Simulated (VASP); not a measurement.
Input of a VASP 6.6.1 run:

The input POSCAR:

```
Pd
1.0
    0.0000000000      1.9334358480      1.9334358480
    1.9334358480      0.0000000000      1.9334358480
    1.9334358480      1.9334358480      0.0000000000
Pd
1
Direct
    0.0000000000      0.0000000000      0.0000000000
```

The input INCAR.step1:

```
  PREC = Accurate
  ENCUT = 690
  ISMEAR = -1
  SIGMA = 0.05
  LREAL = F
  LASPH = T
  NELM = 120
  NBANDS = 15
  GGA = PE
  ALGO = Normal
  EDIFF = 1E-5
  LWAVE = T
  LCHARG = F
  GGA_COMPAT = F
```

Contents of INCAR.step2:

```
  PREC = Accurate
  ENCUT = 690
  EDIFF = 1E-6
  ISMEAR = -1
  SIGMA = 0.05
  LREAL = F
  LASPH = T
  NELM = 120
  ALGO = Normal
  ISIF = 2
  LWAVE = F
  LCHARG = T
  METAGGA = R2SCAN
  LMIXTAU = T
  LELF = T
  LVHAR = T
  NBANDS = 15
  ISTART = 1
  GGA_COMPAT = F
```

KPOINTS

```
regular mesh
0
Gamma
  12 12 12
```

Potentials or basis: VASP PAW PBE potentials, release 64 (Pd_sv_GW).

Launch:

```sh
$ cat potpaw_PBE.64/Pd_sv_GW/POTCAR > POTCAR
$ cp INCAR.step1 INCAR
$ mpirun -np 1 vasp_std > vasp.out
$ cp INCAR.step2 INCAR
$ mpirun -np 1 vasp_std > vasp.out
```

Problem. Predict the pressure.

Solution. 6.4 GPa.

Problem. Estimate the band gap on the k mesh.

Solution. Zero (bands 9 and 10 overlap by 1.73 eV).

Caveat: the cell stands under pressure; the PAW data sets were made with another functional, which shifts forces and pressure a little.
